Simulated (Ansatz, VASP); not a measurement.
## Ga4Bi3N in VASP and in Ansatz

INCAR

```
ALGO = Normal ; EDIFF = 1E-7
ENCUT = 520 ; GGA = PE
ISIF = 2 ; ISMEAR = -1
LASPH = True ; LCHARG = False
LREAL = False ; LWAVE = False
NBANDS = 61 ; NELM = 80
PREC = Accurate ; SIGMA = 0.02
```

Contents of KPOINTS:

```
k-points
0
Gamma
  4 4 4
```

The input POSCAR:

```
Ga4Bi3N
1.0
    5.9268292685      0.0000000000      0.0000000000
    0.0000000000      5.9268292685      0.0000000000
    0.0000000000      0.0000000000      5.9268292685
N Ga Bi
1 4 3
Direct
    0.0000000000      0.0000000000      0.0000000000
    0.8011065547      0.8011065547      0.8011065547
    0.1988934453      0.1988934453      0.8011065547
    0.1988934453      0.8011065547      0.1988934453
    0.8011065547      0.1988934453      0.1988934453
    0.5000000000      0.5000000000      0.0000000000
    0.5000000000      0.0000000000      0.5000000000
    0.0000000000      0.5000000000      0.5000000000
```

Input for Ansatz:

```yaml
crystal:
  lattice:
    - [5.9268292685, 0.0, 0.0]
    - [0.0, 5.9268292685, 0.0]
    - [0.0, 0.0, 5.9268292685]
  atoms:
    - { symbol: "N", position: [0.0, 0.0, 0.0] }
    - { symbol: Ga, position: [0.8011065547, 0.8011065547, 0.8011065547] }
    - { symbol: Bi, position: [0.5, 0.5, 0.0] }
    - { symbol: Ga, position: [0.1988934453, 0.1988934453, 0.8011065547] }
    - { symbol: Bi, position: [0.5, 0.0, 0.5] }
    - { symbol: Ga, position: [0.1988934453, 0.8011065547, 0.1988934453] }
    - { symbol: Bi, position: [0.0, 0.5, 0.5] }
    - { symbol: Ga, position: [0.8011065547, 0.1988934453, 0.1988934453] }
kpoints:
  mp_grid: { grid: [4, 4, 4] }
hamiltonian:
  xc: pbe
scf:
  occupations: { method: fermi_dirac, width: 0.02 }
  n_extra_bands: 6
output:
  forces: true
  stress: true
  eigenvalues: true
```

Alike in both runs: task single point; functional PBE; k mesh 4 × 4 × 4; occupations fermi-dirac, width 0.02 eV; no spin polarisation.

|  | VASP | Ansatz |
| --- | --- | --- |
| version | VASP 6.6.1 | Ansatz 0.2.0 |
| potentials or method | VASP PAW PBE potentials, release 64 (N, Ga_d, Bi_d) | plane waves, PAW |
| plane-wave cutoff (eV) | 520 | 420 |
| valence electrons in the cell | 102 | 102 |

```csv
,VASP,Ansatz,Ansatz less VASP
pressure (GPa),1.6,1.6,-0.04
rms of the force components (eV/Å),0.028,0.020,-0.0080
```

Spin-orbit coupling is off throughout.
